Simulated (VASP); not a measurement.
Write the native input for VASP 6.6.1 that does the following.

* Task: relaxation of cell and atoms
* Functional: PBEsol
* Potentials or basis: VASP PAW PBE potentials, release 64 (Pt, Al)
* Cutoff: 600 eV
* k mesh: 8 × 8 × 8
* Occupations: fermi-dirac, width 0.05 eV
* Spin: no spin polarisation
* Target pressure: 5 GPa
* Dipole correction: no
* Further INCAR settings: ALGO = Normal; EDIFF = 1e-06; IBRION = 2; EDIFFG = -0.01; NSW = 80; ISIF = 3

The structure of Al2Pt lies in POSCAR:

```
Al2Pt
1.0
    0.0000000000      2.9550000000      2.9550000000
    2.9550000000      0.0000000000      2.9550000000
    2.9550000000      2.9550000000      0.0000000000
Pt Al
1 2
Direct
    0.0000000000      0.0000000000      0.0000000000
    0.7500000000      0.7500000000      0.7500000000
    0.2500000000      0.2500000000      0.2500000000
```

One way to write it, as run:

INCAR

```
SYSTEM = Al2Pt
PREC = Accurate
ENCUT = 600
EDIFF = 1E-6
ISMEAR = -1
SIGMA = 0.05
LREAL = .FALSE.
LASPH = .TRUE.
NELM = 60
ALGO = Normal
ISIF = 3
LWAVE = .FALSE.
LCHARG = .FALSE.
GGA = PS
IBRION = 2
NSW = 80
EDIFFG = -0.01
PSTRESS = 50.0
```

KPOINTS

```
Automatic mesh
0
G
  8 8 8
  0 0 0
```

Potentials or basis: VASP PAW PBE potentials, release 64 (Pt, Al).

Command:

```sh
$ cat potpaw_PBE.64/Pt/POTCAR potpaw_PBE.64/Al/POTCAR > POTCAR
$ mpirun -np 1 vasp_std > vasp.out
```

It gave:

The relaxed volume is 16.53 Å³/atom and the relaxed cell is a = 4.124 Å, b = 4.124 Å, c = 4.124 Å, α = 60.00°, β = 60.00°, γ = 60.00°. The space group after relaxing (to 0.05 Å) is Fm-3m (No. 225), the energy change on relaxing (the enthalpy is what falls) is +7.9 meV/atom and the ionic steps are 3. The pressure after relaxing is 4.9 GPa. The band gap on the k mesh is zero (band 8 reaches 12.09 eV, above the bottom of band 9 at 6.59 eV).

Caveat: the cell is relaxed towards a set pressure, so the enthalpy falls and the energy may rise; the PAW data sets were made with another functional, which shifts forces and pressure a little; spin-orbit coupling is left out, which moves the levels of the heavy elements.

Run time: 94 s on 1 thread of Intel Xeon 8259CL, on a shared host, peak memory 0.22 GiB.
